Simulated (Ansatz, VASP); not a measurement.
Rb in VASP and in Ansatz

```
Rb
1.0
    -2.68596    2.68596    2.68596
     2.68596   -2.68596    2.68596
     2.68596    2.68596   -2.68596
Rb
1
Direct
  0.00000 0.00000 0.00000
```

Alike in both runs: task single point; functional LDA; k mesh 8 × 8 × 8; occupations gaussian, width 0.01 eV; no spin polarisation.

|  | VASP | Ansatz |
| --- | --- | --- |
| version | VASP 6.6.1 | Ansatz 0.2.0 |
| potentials or method | VASP PAW LDA potentials, release 64 (Rb_sv), cutoff 520 eV | plane waves (420 eV) with PAW, scalar-relativistic |
| valence electrons in the cell | 9 | 9 |

|  | VASP | Ansatz | Ansatz less VASP |
| --- | --- | --- | --- |
| pressure (GPa) | 0.0 | 0.0 | 0.00 |

Ansatz warns that its potentials were made for another functional, while VASP's fit it. LDA's correlation is that of Perdew and Zunger in VASP and of Perdew and Wang (1992) in Ansatz.
